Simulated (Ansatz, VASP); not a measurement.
# One calculation of Sb, two programs

INCAR

```
  PREC = Accurate
  ENCUT = 600
  EDIFF = 1E-6
  ISMEAR = 0
  SIGMA = 0.1
  LREAL = False
  LASPH = True
  NELM = 100
  ALGO = Normal
  ISIF = 3
  LWAVE = False
  LCHARG = False
  IBRION = 2
  NSW = 100
  EDIFFG = -0.005
```

File KPOINTS:

```
regular mesh
0
Gamma
  12 12 12
```

The input POSCAR:

```
Sb
1.0
    2.1542000000      1.2437279499      3.7580000000
   -2.1542000000      1.2437279499      3.7580000000
    0.0000000000     -2.4874558998      3.7580000000
Sb
2
Direct
    0.2334900000      0.2334900000      0.2334900000
    0.7665100000      0.7665100000      0.7665100000
```

Input for Ansatz:

```yaml
crystal:
  lattice:
    - [2.1542, 1.2437279499, 3.758]
    - [-2.1542, 1.2437279499, 3.758]
    - [0.0, -2.4874558998, 3.758]
  atoms:
    - { symbol: Sb, position: [0.23349, 0.23349, 0.23349] }
    - { symbol: Sb, position: [0.76651, 0.76651, 0.76651] }
basis:
  ecutwfc: 420
kpoints:
  mp_grid: { grid: [12, 12, 12] }
hamiltonian:
  xc: lda
scf:
  occupations: { method: gaussian, width: 0.1 }
output:
  forces: true
  stress: true
  eigenvalues: true
relax:
  adjacent_minimum: "off"
  f_tol: 0.005
  max_steps: 80
  cell: { stress_tol: 0.05 }
```

Alike in both runs: task relaxation of cell and atoms; functional LDA; k mesh 12 × 12 × 12; occupations gaussian, width 0.1 eV; no spin polarisation.

```csv
,VASP,Ansatz
version,VASP 6.6.1,Ansatz 0.2.0
potentials or method,"VASP PAW LDA potentials, release 64 (Sb), cutoff 600 eV","scalar-relativistic, plane waves, PAW"
valence electrons in the cell,10,30
```

|  | VASP | Ansatz | Ansatz less VASP |
| --- | --- | --- | --- |
| gap on the k mesh at the Fermi level, each at its own relaxed structure (eV) | none | none | - |
| relaxed volume (Å³/atom) | 29.24 | 29.17 | -0.064 |
| relaxed length of the cell vector where the two differ most in proportion (Å) | 4.415 | 4.415 | +0.0005 |

LDA's correlation is that of Perdew and Zunger in VASP and of Perdew and Wang (1992) in Ansatz. A gap of «none» marks a metal or a gap that the smearing closes. VASP's potentials hold 10 valence electrons a cell and Ansatz's 30, so a difference there can come from the potentials and not from the codes.

Spin-orbit coupling is off throughout.
